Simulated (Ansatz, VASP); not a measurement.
**Be4Se3 in VASP and in Ansatz**

```xyz
7
Lattice="3.4023 -4.3025 0.0000 3.4023 4.3025 0.0000 0.0000 0.0000 6.5770" Properties=species:S:1:pos:R:3 pbc="T T T"
Be    0.0000    0.0000    4.5660
Be    0.0000    0.0000    2.0110
Be    1.7012    2.1513    3.2885
Be    1.7012   -2.1513    3.2885
Se    4.9942    0.0000    3.2885
Se    1.8105    0.0000    3.2885
Se    0.0000    0.0000    0.0000
```

Alike in both runs: functional PBE; k mesh 4 × 4 × 3; occupations gaussian, width 0.2 eV; no spin polarisation.

Ansatz relaxed the structure, and its values are those at the end. VASP's run is a single point on that final structure, the one shown.

|  | VASP | Ansatz |
| --- | --- | --- |
| version | VASP 6.6.1 | Ansatz 0.2.0 |
| potentials or method | VASP PAW PBE potentials, release 64 (Be, Se), cutoff 520 eV | scalar-relativistic, plane waves, PAW |
| valence electrons in the cell | 26 | 56 |

Ansatz gave:

```
gap on the k mesh at the Fermi level (eV) : none
pressure (GPa)                            : 0.3
rms of the force components (eV/Å)        : 0.004
```

Question: Which values does VASP return?

Answer: gap on the k mesh at the Fermi level (eV): none; pressure (GPa): 0.4; rms of the force components (eV/Å): 0.009.

A gap of «none» marks a metal or a gap that the smearing closes. The functional is the same, so the differences come from potentials, cutoffs and numerics. VASP's potentials hold 26 valence electrons a cell and Ansatz's 56, so a difference there can come from the potentials and not from the codes.
